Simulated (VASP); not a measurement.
Crystal: Se.

```
CELL_PARAMETERS angstrom
-1.76004 1.76004 1.76004
1.76004 -1.76004 1.76004
1.76004 1.76004 -1.76004
ATOMIC_POSITIONS crystal
Se 0.00000 0.00000 0.00000
```

- Program: VASP 6.6.1
- Task: relaxation of cell and atoms
- Functional: BLYP
- Potentials or basis: VASP PAW PBE potentials, release 64 (Se)
- Cutoff: 600 eV
- k mesh: 13 × 13 × 13
- Occupations: fermi-dirac, width 0.1 eV
- Spin: no spin polarisation

At the start: pressure 2.4 GPa; volume 21.81 Å³/atom.

How do energy, volume and symmetry change on relaxing?

Over 3 steps the energy falls by 6.8 meV/atom and the volume is 22.74 Å³/atom (+4.2 %); space group Im-3m (No. 229, to 0.05 Å).

The path:
```
step  energy change (eV)  largest force (eV/Å)  pressure (GPa)  volume (Å³)
   1              0.0000                0.0000            2.44        21.81
   2             -0.0067                0.0000           -0.32        22.87
   3             -0.0068                0.0000           -0.01        22.74
```

Final structure:
```
CELL_PARAMETERS angstrom
-1.78462 1.78462 1.78462
1.78462 -1.78462 1.78462
1.78462 1.78462 -1.78462
ATOMIC_POSITIONS crystal
Se 0.00000 0.00000 0.00000
```

Caveat: the PAW data sets were made with another functional, which shifts forces and pressure a little.
